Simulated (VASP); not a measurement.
Here is a VASP 6.6.1 calculation.

Contents of POSCAR:

```
Ag
1.0
    0.0000000000      2.0519023311      2.0519023311
    2.0519023311      0.0000000000      2.0519023311
    2.0519023311      2.0519023311      0.0000000000
Ag
1
Direct
    0.0000000000      0.0000000000      0.0000000000
```

File INCAR.step1:

```
PREC = Accurate ; ENCUT = 520
ISMEAR = 1 ; SIGMA = 0.03
LREAL = False ; LASPH = True
NELM = 100 ; NBANDS = 12
GGA = PE ; ALGO = Normal
EDIFF = 1E-4 ; LWAVE = True
LCHARG = False
```

File INCAR.step2:

```
PREC = Accurate ; ENCUT = 520
EDIFF = 1E-6 ; ISMEAR = 1
SIGMA = 0.03 ; LREAL = False
LASPH = True ; NELM = 100
ALGO = Normal ; ISIF = 2
LWAVE = False ; LCHARG = False
METAGGA = R2SCAN ; LMIXTAU = True
NBANDS = 12 ; ISTART = 1
```

The input KPOINTS:

```
regular mesh
0
Gamma
  13 13 13
```

Potentials or basis: VASP PAW PBE potentials, release 64 (Ag).

Command:

```sh
$ cat potpaw_PBE.64/Ag/POTCAR > POTCAR
$ cp INCAR.step1 INCAR
$ mpirun -np 1 vasp_std > vasp.out
$ cp INCAR.step2 INCAR
$ mpirun -np 1 vasp_std > vasp.out
```

(1) Estimate the pressure.

Answers

(1) -0.1 GPa.

Caveat: the PAW data sets were made with another functional, which shifts forces and pressure a little.
